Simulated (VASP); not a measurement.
# CsSmF4 (P4/mmm) in VASP: further runs, part 2 of 2

VASP 6.6.1. The steps go on from the part before.

## Step 5: Single point, PBE

This run uses another cell than the first one, of 20.59 Å³/atom.

Contents of INCAR:

```
PREC = Accurate
ENCUT = 600
EDIFF = 1E-6
ISMEAR = 0
SIGMA = 0.02
LREAL = False
LASPH = True
NELM = 200
ALGO = Normal
ISIF = 2
LWAVE = False
LCHARG = False
GGA = PE
NBANDS = 33
GGA_COMPAT = False
LMAXMIX = 6
```

Contents of KPOINTS:

```
regular mesh
0
Gamma
  4 4 8
```

Contents of POSCAR:

```
CsSmF4
1.0
    6.1467138001      0.0000000000      0.0000000000
    0.0000000000      6.1467138001      0.0000000000
    0.0000000000      0.0000000000      3.2703035059
Cs Sm F
1 1 4
Direct
    0.0000000000      0.0000000000      0.0000000000
    0.5000000000      0.5000000000      0.0000000000
    0.7823005127      0.5000000000      0.5000000000
    0.2176994873      0.5000000000      0.5000000000
    0.5000000000      0.7823005127      0.5000000000
    0.5000000000      0.2176994873      0.5000000000
```

Potentials or basis: VASP PAW PBE potentials, release 64 (Cs_sv, Sm_3, F), 4f in core.

Launch:

```
> cat potpaw_PBE.64/Cs_sv/POTCAR potpaw_PBE.64/Sm_3/POTCAR potpaw_PBE.64/F/POTCAR > POTCAR
> mpirun -np 1 vasp_std > vasp.out
```

OUTCAR:

```text
PREC = Accurate
   ENCUT = 600
   EDIFF = 1E-6
   ISMEAR = 0
   LREAL = False
   LASPH = True
   NELM = 200
   ISIF = 2
   GGA = PE

 ion  position               nearest neighbor table
   1  0.000  0.000  0.000-
   2  0.500  0.500  0.000-   3 2.38   4 2.38   5 2.38   6 2.38   3 2.38   4 2.38   5 2.38   6 2.38

   3  0.782  0.500  0.500-   2 2.38   2 2.38
   4  0.218  0.500  0.500-   2 2.38   2 2.38
   5  0.500  0.782  0.500-   2 2.38   2 2.38
   6  0.500  0.218  0.500-   2 2.38   2 2.38

  LATTYP: Found a simple tetragonal cell.
 ALAT       =     6.1467138001
 C/A-ratio  =     0.5320409592

  Lattice vectors:

 A1 = (   6.1467138001,   0.0000000000,   0.0000000000)
 A2 = (   0.0000000000,   6.1467138001,   0.0000000000)
 A3 = (   0.0000000000,   0.0000000000,   3.2703035059)

Analysis of symmetry for initial positions (statically):
=====================================================================
 Subroutine PRICEL returns:
 Original cell was already a primitive cell.

 Routine SETGRP: Setting up the symmetry group for a
 simple tetragonal supercell.

 Subroutine GETGRP returns: Found 16 space group operations
 (whereof 16 operations were pure point group operations)
 out of a pool of 16 trial point group operations.

The static configuration has the point symmetry D_4h.

Analysis of symmetry for dynamics (positions and initial velocities):
=====================================================================
 Subroutine PRICEL returns:
 Original cell was already a primitive cell.

 Routine SETGRP: Setting up the symmetry group for a
 simple tetragonal supercell.

 Subroutine GETGRP returns: Found 16 space group operations
 (whereof 16 operations were pure point group operations)
 out of a pool of 16 trial point group operations.

The dynamic configuration has the point symmetry D_4h.

 Subroutine INISYM returns: Found 16 space group operations
 (whereof 16 operations are pure point group operations),
 and found     1 'primitive' translations

----------------------------------------------------------------------------------------

                                     Primitive cell

  volume of cell :     123.5589

  direct lattice vectors                    reciprocal lattice vectors
     6.146713800  0.000000000  0.000000000     0.162688557  0.000000000  0.000000000
     0.000000000  6.146713800  0.000000000     0.000000000  0.162688557  0.000000000
     0.000000000  0.000000000  3.270303506     0.000000000  0.000000000  0.305782016

  length of vectors
     6.146713800  6.146713800  3.270303506     0.162688557  0.162688557  0.305782016

  position of ions in fractional coordinates (direct lattice)
     0.000000000  0.000000000  0.000000000
     0.500000000  0.500000000  0.000000000
     0.782300513  0.500000000  0.500000000
     0.217699487  0.500000000  0.500000000
     0.500000000  0.782300513  0.500000000
     0.500000000  0.217699487  0.500000000

  ion indices of the primitive-cell ions
[... 28 lines left out ...]

 Subroutine IBZKPT returns following result:
 ===========================================

 Found     30 irreducible k-points:

 Following reciprocal coordinates:
            Coordinates               Weight
  0.000000  0.000000  0.000000      1.000000
  0.250000  0.000000  0.000000      4.000000
  0.500000  0.000000  0.000000      2.000000
  0.250000  0.250000  0.000000      4.000000
  0.500000  0.250000  0.000000      4.000000
  0.500000  0.500000  0.000000      1.000000
[... 16 lines left out ...]
  0.500000  0.250000  0.375000      8.000000
  0.500000  0.500000  0.375000      2.000000
 [... further k-points ...]
   k-points           NKPTS =     30   k-points in BZ     NKDIM =     30   number of bands    NBANDS=     33
   number of dos      NEDOS =    301   number of ions     NIONS =      6
   total plane-waves  NPLWV =  70000
   dimension x,y,z NGX =    50 NGY =   50 NGZ =   28
   dimension x,y,z NGXF=   100 NGYF=  100 NGZF=   56
   ions per type =               1   1   4
   NGX,Y,Z   is equivalent  to a cutoff of  13.52, 13.52, 14.23 a.u.
   NGXF,Y,Z  is equivalent  to a cutoff of  27.05, 27.05, 28.47 a.u.
 SYSTEM =  unknown system
   PREC   = accura    normal or accurate (medium, high low for compatibility)
   ISTART =      0    job   : 0-new  1-cont  2-samecut
   ICHARG =      2    charge: 1-file 2-atom 10-const
   ISPIN  =      1    spin polarized calculation?
   LNONCOLLINEAR =      F non collinear calculations
   LSORBIT =      F    spin-orbit coupling
   LASPH  =      T    aspherical Exc in radial PAW
   ENCUT  =  600.0 eV  44.10 Ry    6.64 a.u.  12.28 12.28  6.53*2*pi/ulx,y,z
   NELM   =    200;   NELMIN=  2; NELMDL= -5     # of ELM steps
   EDIFF  = 0.1E-05   stopping-criterion for ELM
   LREAL  =      F    real-space projection
   EDIFFG = 0.1E-04   stopping-criterion for IOM
   NSW    =      0    number of steps for IOM
   IBRION =     -1    ionic relax: 0-MD 1-quasi-New 2-CG
   NFREE  =      0    steps in history (QN), initial steepest desc. (CG)
   ISIF   =      2    stress and relaxation
   ISYM   =      2    0-nonsym 1-usesym 2-fastsym
   POTIM  = 0.5000    time-step for ionic-motion
   TEBEG  =    0.0;   TEEND  =   0.0 temperature during run
   PSTRESS=    0.0 pullay stress
   NELECT =      48.0000    total number of electrons
   NUPDOWN=      -1.0000    fix difference up-down
   EMIN   =  10.00;   EMAX   =-10.00  energy-range for DOS
   EFERMI =   0.00;   METHOD = LEGACY
   ISMEAR =     0;   SIGMA  =   0.02  broadening in eV -4-tet -1-fermi 0-gaus
   EFERMI_NEDOS =   21; number of points for ismear=-14 and -15
   IALGO  =     38    algorithm
   IMIX   =      4    mixing-type and parameters
     AMIX     =   0.40;   BMIX     =  1.00
     AMIX_MAG =   1.60;   BMIX_MAG =  1.00
  volume/ion in A,a.u.               =      20.59       138.97
  Fermi-wavevector in a.u.,A,eV,Ry     =   1.194530  2.257335 19.414194  1.426903
  Thomas-Fermi vector in A             =   2.330518
   LORBIT       =      0    0 simple, 1 ext, 2 COOP (PROOUT), +10 PAW based schemes
   GGA     = PE    functional components
   LHFCALC =     F    Hartree Fock is set to
   AEXX    =    0.0000 exact exchange contribution
   IVDW    =     0    specifies the selected vdW correction
   LEPSILON=     F    determine dielectric tensor
   LRPA    =     F    only Hartree local field effects (RPA)
 non-spin polarized calculation
 Gauss-broadening in eV      SIGMA  =   0.02
  energy-cutoff  :      600.00
  volume of cell :      123.56
 maximum number of plane-waves:      4156
 NGX is ok and might be reduce to    50
   NGX = 25   NGY = 25   NGZ = 13

 number of electron      47.9999991 magnetization

 Free energy of the ion-electron system (eV)
  ---------------------------------------------------
  ext. energy  EPLUGINS =         0.00000000
  ---------------------------------------------------
  free energy    TOTEN  =       -32.41712866 eV

  energy without entropy =      -32.41712866  energy(sigma->0) =      -32.41712866

 E-fermi :  -1.0977     XC(G=0):  -8.5573

 val. band max:       -1.1887978387   @ k =   0.0000   0.0000   0.5000
 cond. band min:       3.5263365679   @ k =   0.0000   0.0000   0.0000
 fundamental gap:      4.7151344066
 Fermi energy:        -1.0977362044

 k-point     1 :       0.0000    0.0000    0.0000
  band No.  band energies     occupation
      1     -39.3747      2.00000
      2     -21.7391      2.00000
      3     -21.6649      2.00000
      4     -21.6649      2.00000
      5     -21.4110      2.00000
      6     -20.8612      2.00000
[... 853 lines left out ...]
     32       7.9282      0.00000
     33       8.3313      0.00000

 [... further k-points ...]

------------------------ aborting loop because EDIFF is reached ----------------------------------------

  FORCE on cell =-STRESS in cart. coord.  units (eV):
  Direction    XX          YY          ZZ          XY          YZ          ZX
  --------------------------------------------------------------------------------------
  -------------------------------------------------------------------------------------
  Total        0.0953974      0.0953974      0.3832025      0.0000000      0.0000000      0.0000000
  in kB        1.2370097      1.2370097      4.9689532      0.0000000      0.0000000      0.0000000
  external PRESSURE =       2.4809909 kB  Pullay stress =       0.0000000 kB

 VOLUME and BASIS-vectors are now :
 -----------------------------------------------------------------------------
  energy-cutoff  :      600.00
  volume of cell :      123.56
      direct lattice vectors                 reciprocal lattice vectors
     6.146713800  0.000000000  0.000000000     0.162688557  0.000000000  0.000000000
     0.000000000  6.146713800  0.000000000     0.000000000  0.162688557  0.000000000
     0.000000000  0.000000000  3.270303506     0.000000000  0.000000000  0.305782016

 POSITION                                       TOTAL-FORCE (eV/Angst)
 -----------------------------------------------------------------------------------
      0.00000      0.00000      0.00000        -0.000000      0.000000      0.000000
      3.07336      3.07336      0.00000        -0.000000      0.000000      0.000000
      4.80858      3.07336      1.63515         0.080591      0.000000      0.000000
      1.33814      3.07336      1.63515        -0.080591      0.000000      0.000000
      3.07336      4.80858      1.63515        -0.000000      0.080591     -0.000000
      3.07336      1.33814      1.63515         0.000000     -0.080591      0.000000
 -----------------------------------------------------------------------------------
    total drift:                                0.000000     -0.000000      0.000000

  FREE ENERGIE OF THE ION-ELECTRON SYSTEM (eV)
  ---------------------------------------------------
  free  energy   TOTEN  =       -32.4171286615 eV

  energy  without entropy=      -32.4171286615  energy(sigma->0) =      -32.41712866
```

Wall time 70 s (1 thread of Intel Xeon 6975P-C (Granite Rapids), shared host); peak memory 0.33 GiB.

What came out:

```yaml
Free_energy: -32.4171 eV
Pressure: 0.2 GPa
Largest_force: 0.081 eV/Å
Band_gap_on_the_k_mesh: 4.72 eV (least direct gap 4.78 eV)
```

Forces in eV/Å, atoms in the order of the input:
```
Cs   0.000  0.000  0.000
Sm   0.000  0.000  0.000
F    0.081  0.000  0.000
F   -0.081  0.000  0.000
F    0.000  0.081  0.000
F    0.000 -0.081  0.000
```

Stress tensor (GPa, compression positive):
```
0.12 0.00 0.00
0.00 0.12 0.00
0.00 0.00 0.50
```

Caveat: spin-orbit coupling is left out, which moves the levels of the heavy elements; the 4f electrons are frozen in the core, so they carry no moment and show no levels. A k mesh can miss the band edges.

## Step 6: Single point, PBE

This run uses another cell than the first one, of 20.59 Å³/atom.

Contents of INCAR:

```
SYSTEM = CsSmF4
PREC = Accurate ; ENCUT = 600
EDIFF = 1E-6 ; ISMEAR = 0
SIGMA = 0.02 ; LREAL = .False.
LASPH = .True. ; NELM = 200
ALGO = Normal ; ISIF = 2
LWAVE = .False. ; LCHARG = .True.
GGA = PE ; LELF = .True.
LVHAR = .True. ; NBANDS = 33
GGA_COMPAT = .False. ; LMAXMIX = 6
```

Contents of KPOINTS:

```
Automatic mesh
0
Gamma
  4 4 8
  0 0 0
```

POSCAR is that of step 5.

Potentials or basis: VASP PAW PBE potentials, release 64 (Cs_sv, Sm_3, F), 4f in core.

Launch:

```
> cat potpaw_PBE.64/Cs_sv/POTCAR potpaw_PBE.64/Sm_3/POTCAR potpaw_PBE.64/F/POTCAR > POTCAR
> mpirun -np 1 vasp_std > vasp.out
```

Run time: 71 s. Hardware: 1 thread of Intel Xeon 6975P-C (Granite Rapids), shared host; peak memory 0.32 GiB.

Results (log left out):

```yaml
Free_energy: -32.4171 eV
Pressure: 0.2 GPa
Largest_force: 0.081 eV/Å
Band_gap_on_the_k_mesh: 4.72 eV (least direct gap 4.78 eV)
```

Forces in eV/Å, atoms in the order of the input:
```
Cs   0.000  0.000  0.000
Sm   0.000  0.000  0.000
F    0.081  0.000  0.000
F   -0.081  0.000  0.000
F    0.000  0.081  0.000
F    0.000 -0.081  0.000
```

Stress tensor (GPa, compression positive):
```
0.12 0.00 0.00
0.00 0.12 0.00
0.00 0.00 0.50
```

Levels at points of the mesh, in eV from the valence-band top:
```csv
k point,band 21,band 22,band 23,band 24,band 25,band 26,band 27,band 28
"(0.00, 0.00, 0.00)",-1.12,-0.36,-0.36,-0.06,4.72,5.38,6.14,6.24
"(0.50, 0.00, 0.00)",-1.02,-0.65,-0.35,-0.17,5.27,5.45,6.49,7.02
"(0.50, 0.50, 0.00)",-0.78,-0.78,-0.33,-0.22,4.92,5.43,6.74,7.19
"(0.00, 0.00, 0.50)",-0.98,-0.61,-0.61,0.00,5.57,5.89,5.89,7.34
"(0.50, 0.00, 0.50)",-0.83,-0.43,-0.34,-0.11,5.57,5.93,6.00,8.22
"(0.50, 0.50, 0.50)",-0.72,-0.72,-0.21,-0.04,5.54,5.67,5.67,7.53
```

Caveat: spin-orbit coupling is left out, which moves the levels of the heavy elements; the 4f electrons are frozen in the core, so they carry no moment and show no levels. A k mesh can miss the band edges.

## Step 7: Relaxation of cell and atoms, PBE

This run uses another cell than the first one, of 22.64 Å³/atom.

Contents of INCAR:

```
SYSTEM = CsSmF4
PREC = Accurate
ENCUT = 600
EDIFF = 1E-7
ISMEAR = 0
SIGMA = 0.1
LREAL = .False.
LASPH = .True.
NELM = 200
ALGO = Normal
ISIF = 3
LWAVE = .False.
LCHARG = .False.
GGA = PE
IBRION = 2
NSW = 90
EDIFFG = -0.04
GGA_COMPAT = .False.
NELMIN = 4
LMAXMIX = 6
```

Contents of KPOINTS:

```
Automatic mesh
0
Gamma
  4 4 4
  0 0 0
```

Contents of POSCAR:

```
CsSmF4
1.0
    4.8583072800      0.0000000000      0.0000000000
    0.0000000000      4.8583072800      0.0000000000
    0.0000000000      0.0000000000      5.7555869300
Cs Sm F
1 1 4
Direct
    0.0000000000      0.0000000000      0.0000000000
    0.5000000000      0.5000000000      0.0000000000
    0.8785813300      0.5000000000      0.5000000000
    0.1214186700      0.5000000000      0.5000000000
    0.5000000000      0.8785813300      0.5000000000
    0.5000000000      0.1214186700      0.5000000000
```

Launch:

```
> cat potpaw_PBE.64/Cs_sv/POTCAR potpaw_PBE.64/Sm_3/POTCAR potpaw_PBE.64/F/POTCAR > POTCAR
> mpirun -np 1 vasp_std > vasp.out
```

Wall time 13 min (1 thread of Intel Xeon 6975P-C (Granite Rapids), shared host); peak memory 0.35 GiB.

It converged, with:

```
Free energy                           : -32.1838 eV
Relaxed volume                        : 19.35 Å³/atom
Relaxed cell                          : a = 5.944 Å, b = 5.944 Å, c = 3.286 Å, α = 90.00°, β = 90.00°, γ = 90.00°
Space group after relaxing (to 0.1 Å) : P4/mmm (No. 123)
Pressure after relaxing               : -0.1 GPa
Largest force after relaxing          : 0.031 eV/Å
Band gap on the k mesh                : 4.55 eV (least direct gap 4.73 eV)
```

Forces on the atoms (eV/Å):
```
Cs   0.000  0.000  0.000
Sm   0.000  0.000  0.000
F    0.031  0.000  0.000
F   -0.031  0.000  0.000
F    0.000  0.031  0.000
F    0.000 -0.031  0.000
```

Stress tensor (GPa, compression positive):
```
-0.07  0.00  0.00
 0.00 -0.07  0.00
 0.00  0.00 -0.16
```

Final structure:
```cif
data_structure
_symmetry_space_group_name_H-M 'P 1'
_symmetry_Int_Tables_number 1
_cell_length_a 5.9438
_cell_length_b 5.9438
_cell_length_c 3.2861
_cell_angle_alpha 90.000
_cell_angle_beta 90.000
_cell_angle_gamma 90.000
_cell_volume 116.09
loop_
_atom_site_label
_atom_site_type_symbol
_atom_site_fract_x
_atom_site_fract_y
_atom_site_fract_z
_atom_site_occupancy
Cs1 Cs 0.00000 0.00000 0.00000 1
Sm1 Sm 0.50000 0.50000 0.00000 1
F1 F 0.78892 0.50000 0.50000 1
F2 F 0.21108 0.50000 0.50000 1
F3 F 0.50000 0.78892 0.50000 1
F4 F 0.50000 0.21108 0.50000 1
```

Levels at points of the mesh, in eV from the valence-band top:
| k point | band 22 | band 23 | band 24 | band 25 | band 26 | band 27 |
| --- | --- | --- | --- | --- | --- | --- |
| (0.00, 0.00, 0.00) | -0.39 | -0.39 | -0.18 | 4.55 | 5.49 | 5.94 |
| (0.50, 0.00, 0.00) | -0.71 | -0.37 | -0.33 | 5.19 | 5.56 | 6.60 |
| (0.50, 0.50, 0.00) | -0.94 | -0.56 | -0.18 | 4.77 | 5.49 | 6.66 |
| (0.00, 0.00, 0.50) | -0.73 | -0.73 | -0.12 | 5.27 | 6.15 | 6.15 |
| (0.50, 0.00, 0.50) | -0.51 | -0.36 | -0.27 | 5.76 | 5.80 | 8.00 |
| (0.50, 0.50, 0.50) | -0.92 | -0.43 | 0.00 | 5.27 | 5.85 | 5.85 |

Caveat: the standard files for N, O and F lose accuracy on very short bonds; a cell axis changed by over 15 % at a fixed basis, so the end point is rough; spin-orbit coupling is left out, which moves the levels of the heavy elements; the 4f electrons are frozen in the core, so they carry no moment and show no levels. A k mesh can miss the band edges.

## Step 8: Overview

```tsv
task	cell	k mesh	smearing	gap on the mesh (eV)	pressure (GPa)	largest force (eV/Å)
single point	a = 6.110, b = 6.110, c = 3.271 Å, 6 atoms, atomic positions A	4 × 4 × 4	gaussian 0.1 eV	4.71	0.5	0.07
single point	a = 4.858, b = 4.858, c = 5.756 Å, 6 atoms, atomic positions B	4 × 4 × 4	gaussian 0.1 eV	none	25.1	22.72
single point	a = 6.110, b = 6.110, c = 3.271 Å, 6 atoms, atomic positions A	4 × 4 × 6	gaussian 0.1 eV	4.71	0.5	0.07
single point	a = 6.147, b = 6.147, c = 3.270 Å, 6 atoms, atomic positions C	4 × 4 × 8	gaussian 0.02 eV	4.72	0.2	0.08
relaxation of cell and atoms	relaxed from a = 4.858, b = 4.858, c = 5.756 Å, 6 atoms, atomic positions B	4 × 4 × 4	gaussian 0.1 eV	4.55	-0.1	0.03
```

Alike in all rows: level PBE; potentials or basis VASP PAW PBE potentials, release 64 (Cs_sv, Sm_3, F), 4f in core; no spin polarisation; cutoff (eV) 600.

Caveats: some runs use coarse meshes; spin-orbit coupling is left out, which moves the levels of the heavy elements; the 4f electrons are frozen in the core, so they carry no moment and show no levels; the standard files for N, O and F lose accuracy on very short bonds (at least some runs); the stress differs along the axes, from 3 to 36 GPa (at least some runs); the run has no spin polarisation, though such a crystal can be magnetic (at least some runs); forces of over 1 eV/Å act on the atoms, so gaps and moduli don't describe the material at rest (at least some runs); a cell axis changed by over 15 % at a fixed basis, so the end point is rough (at least some runs).

Absolute energies hang on the potentials; compare differences alone.

The gap in the log of VASP goes by the Fermi energy; the results here count the filled bands.